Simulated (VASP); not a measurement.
Here is a VASP 6.6.1 calculation.

Contents of INCAR:

```
PREC     = Accurate       # precision mode
ENCUT    = 520            # plane-wave cutoff, eV
EDIFF    = 1E-7           # SCF threshold, eV
ISMEAR   = -1             # smearing method
SIGMA    = 0.01           # smearing width, eV
LREAL    = Auto         
LASPH    = T              # aspherical terms in the spheres
NELM     = 60             # most SCF steps
ALGO     = Normal         # electronic algorithm
ISIF     = 2              # what is computed and relaxed
LWAVE    = F              # write WAVECAR
LCHARG   = F              # write CHGCAR
GGA      = PE             # functional
NBANDS   = 146            # bands
```

Contents of KPOINTS:

```
regular mesh
0
Gamma
  3 3 3
```

Contents of POSCAR:

```
Si27SnC26
1.0
    0.0000000000      6.5370000000      6.5370000000
    6.5370000000      0.0000000000      6.5370000000
    6.5370000000      6.5370000000      0.0000000000
Si Sn C
27 1 26
Direct
   -0.0167307693     -0.0167307693     -0.0167307693
   -0.0167307693     -0.0167307693      0.3835256412
    0.0006178962      0.0006178962      0.6660487705
   -0.0167307693      0.3835256412     -0.0167307693
   -0.0001891839      0.3337173985      0.3337173985
   -0.0001891839      0.3337173985      0.6660877202
    0.0006178962      0.6660487705      0.0006178962
   -0.0001891839      0.6660877202      0.3337173985
    0.0006178962      0.6660487705      0.6660487705
    0.3835256412     -0.0167307693     -0.0167307693
    0.3337173985     -0.0001891839      0.3337173985
    0.3337173985     -0.0001891839      0.6660877202
    0.3337173985      0.3337173985     -0.0001891839
    0.3333333333      0.3333333333      0.3333333333
    0.3337173985      0.3337173985      0.6660877202
    0.3337173985      0.6660877202     -0.0001891839
    0.3337173985      0.6660877202      0.3337173985
    0.3330039907      0.6667764475      0.6667764475
    0.6660487705      0.0006178962      0.0006178962
    0.6660877202     -0.0001891839      0.3337173985
    0.6660487705      0.0006178962      0.6660487705
    0.6660877202      0.3337173985     -0.0001891839
    0.6660877202      0.3337173985      0.3337173985
    0.6667764475      0.3330039907      0.6667764475
    0.6660487705      0.6660487705      0.0006178962
    0.6667764475      0.6667764475      0.3330039907
    0.6667764475      0.6667764475      0.6667764475
    0.0833333333      0.0833333333      0.0833333333
    0.0843124771      0.0843124771      0.4233982982
    0.0843124771      0.0843124771      0.7413100810
    0.0843124771      0.4233982982      0.0843124771
    0.0836221277      0.4165704019      0.4165704019
    0.0843124771      0.4233982982      0.7413100810
    0.0843124771      0.7413100810      0.0843124771
    0.0843124771      0.7413100810      0.4233982982
    0.0831372444      0.7500653630      0.7500653630
    0.4233982982      0.0843124771      0.0843124771
    0.4165704019      0.0836221277      0.4165704019
    0.4233982982      0.0843124771      0.7413100810
    0.4165704019      0.4165704019      0.0836221277
    0.4165704019      0.4165704019      0.4165704019
    0.4165829729      0.4165829729      0.7500836938
    0.4233982982      0.7413100810      0.0843124771
    0.4165829729      0.7500836938      0.4165829729
    0.4165829729      0.7500836938      0.7500836938
    0.7413100810      0.0843124771      0.0843124771
    0.7413100810      0.0843124771      0.4233982982
    0.7500653630      0.0831372444      0.7500653630
    0.7413100810      0.4233982982      0.0843124771
    0.7500836938      0.4165829729      0.4165829729
    0.7500836938      0.4165829729      0.7500836938
    0.7500653630      0.7500653630      0.0831372444
    0.7500836938      0.7500836938      0.4165829729
    0.7500653630      0.7500653630      0.7500653630
```

Potentials or basis: VASP PAW PBE potentials, release 64 (Si, Sn_d, C).

Launch:

```sh
$ cat potpaw_PBE.64/Si/POTCAR potpaw_PBE.64/Sn_d/POTCAR potpaw_PBE.64/C/POTCAR > POTCAR
$ mpirun -np 1 vasp_std > vasp.out
```

Task: Predict the pressure.

Result: 12.6 GPa.

Task: Estimate the band gap on the k mesh.

Result: 0.04 eV.

Task: Estimate the largest force.

Result: 0.030 eV/Å.

Forces on the atoms (eV/Å):
```
Si   0.017  0.017  0.017
Si  -0.017 -0.017  0.017
Si   0.000  0.000 -0.005
Si  -0.017  0.017 -0.017
Si   0.015  0.003  0.003
Si  -0.003 -0.015  0.003
Si   0.000 -0.005  0.000
Si  -0.003  0.003 -0.015
Si   0.005  0.000  0.000
Si   0.017 -0.017 -0.017
Si   0.003  0.015  0.003
Si  -0.015 -0.003  0.003
Si   0.003  0.003  0.015
Si   0.000  0.000  0.000
Si  -0.003 -0.003  0.015
Si  -0.015  0.003 -0.003
Si  -0.003  0.015 -0.003
Si  -0.015  0.015  0.015
Si  -0.005  0.000  0.000
Si   0.003 -0.003 -0.015
Si   0.000  0.005  0.000
Si   0.003 -0.015 -0.003
Si   0.015 -0.003 -0.003
Si   0.015 -0.015  0.015
Si   0.000  0.000  0.005
Si   0.015  0.015 -0.015
Si  -0.015 -0.015 -0.015
Sn   0.000  0.000  0.000
C   -0.011 -0.011 -0.003
C    0.011  0.011 -0.003
C   -0.011 -0.003 -0.011
C    0.001 -0.001 -0.001
C    0.003  0.011 -0.011
C    0.011 -0.003  0.011
C    0.003 -0.011  0.011
C    0.014 -0.014 -0.014
C   -0.003 -0.011 -0.011
C   -0.001  0.001 -0.001
C    0.011  0.003 -0.011
C   -0.001 -0.001  0.001
C    0.001  0.001  0.001
C    0.000  0.000 -0.003
C    0.011 -0.011  0.003
C    0.000 -0.003  0.000
C    0.003  0.000  0.000
C   -0.003  0.011  0.011
C   -0.011  0.003  0.011
C   -0.014  0.014 -0.014
C   -0.011  0.011  0.003
C   -0.003  0.000  0.000
C    0.000  0.003  0.000
C   -0.014 -0.014  0.014
C    0.000  0.000  0.003
C    0.014  0.014  0.014
```

Caveat: semilocal functionals underestimate gaps, and a narrow one can read as zero; spin-orbit coupling is left out, which moves the levels of the heavy elements.
